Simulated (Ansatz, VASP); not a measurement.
**One calculation of TiB2, two programs**

Contents of INCAR:

```
  PREC = Accurate
  ENCUT = 500
  EDIFF = 1E-6
  ISMEAR = 0
  SIGMA = 0.1
  LREAL = F
  LASPH = T
  NELM = 120
  ALGO = Normal
  ISIF = 2
  LWAVE = F
  LCHARG = T
  GGA = PE
  LELF = T
  LVHAR = T
  NBANDS = 16
  GGA_COMPAT = F
```

The input KPOINTS:

```
Automatic mesh
0
Gamma
  6 6 6
```

Contents of POSCAR:

```
TiB2
1.0
    3.0259273100      0.0000000000      0.0000000000
   -1.5129636600      2.6205299200      0.0000000000
    0.0000000000      0.0000000000      3.2287677100
Ti B
1 2
Direct
    0.0000000000      0.0000000000      0.0000000000
    0.3333333300      0.6666666700      0.5000000000
    0.6666666700      0.3333333300      0.5000000000
```

Input for Ansatz:

```yaml
crystal:
  lattice:
    - [3.02592731, 0.0, 0.0]
    - [-1.51296366, 2.62052992, 0.0]
    - [0.0, 0.0, 3.22876771]
  atoms:
    - { symbol: Ti, position: [0.0, 0.0, 0.0] }
    - { symbol: B, position: [0.33333333, 0.66666667, 0.5] }
    - { symbol: B, position: [0.66666667, 0.33333333, 0.5] }
basis:
  ecutwfc: 420
kpoints:
  mp_grid: { grid: [6, 6, 6] }
hamiltonian:
  xc: pbe
  pseudopotentials: { kind: paw, azcp: { folder: soft_1 } }
scf:
  occupations: { method: gaussian, width: 0.1 }
output:
  forces: true
  stress: true
  eigenvalues: true
```

Alike in both runs: task single point; functional PBE; k mesh 6 × 6 × 6; occupations gaussian, width 0.1 eV; no spin polarisation.

|  | VASP | Ansatz |
| --- | --- | --- |
| version | VASP 6.6.1 | Ansatz 0.2.0 |
| potentials or method | VASP PAW PBE potentials, release 64 (Ti_sv, B), cutoff 500 eV | scalar-relativistic, plane waves, PAW |
| valence electrons in the cell | 18 | 18 |

Ansatz gave:

```
gap on the k mesh at the Fermi level (eV)                     : none
pressure (GPa)                                                : 1.1
traceless stress, the component that is largest in VASP (GPa) : -2.12
```

Problem. What did VASP give for the same quantities?

Solution. gap on the k mesh at the Fermi level (eV): none; pressure (GPa): 1.3; traceless stress, the component that is largest in VASP (GPa): -2.11.

A gap of «none» marks a metal or a gap that the smearing closes.

The k mesh is coarse, so the values compare programs but aren't converged.
